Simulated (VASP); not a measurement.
Runs of VASP 6.6.1 on Ti. The structure is that of space group I4/mmm (No. 139), or close to it. The cells are those of the table. 

```tsv
cell	gap on the mesh (eV)	pressure (GPa)
a = 2.874, b = 2.874, c = 2.727 Å, angles 61.7, 61.7, 56.6°, 1 atom	none	12.0
a = 2.872, b = 2.872, c = 2.943 Å, angles 59.2, 59.2, 61.6°, 1 atom	none	1.9
a = 2.874, b = 2.874, c = 3.014 Å, angles 58.4, 58.4, 63.2°, 1 atom	none	-0.7
a = 2.837, b = 2.837, c = 2.943 Å, angles 58.8, 58.8, 62.5°, 1 atom	none	(a)
```

Alike in all rows: task single point; level r2SCAN; potentials or basis VASP PAW PBE potentials, release 64 (Ti_sv); no spin polarisation; k mesh 20 × 20 × 20; cutoff (eV) 520; smearing gaussian 0.15 eV.

Fill in the values left out.

(a) 5.0.

Caveats: the PAW data sets were made with another functional, which shifts forces and pressure a little; the cell stands under pressure (at least some runs).

A gap of «none» marks levels without a gap at the run's occupations.
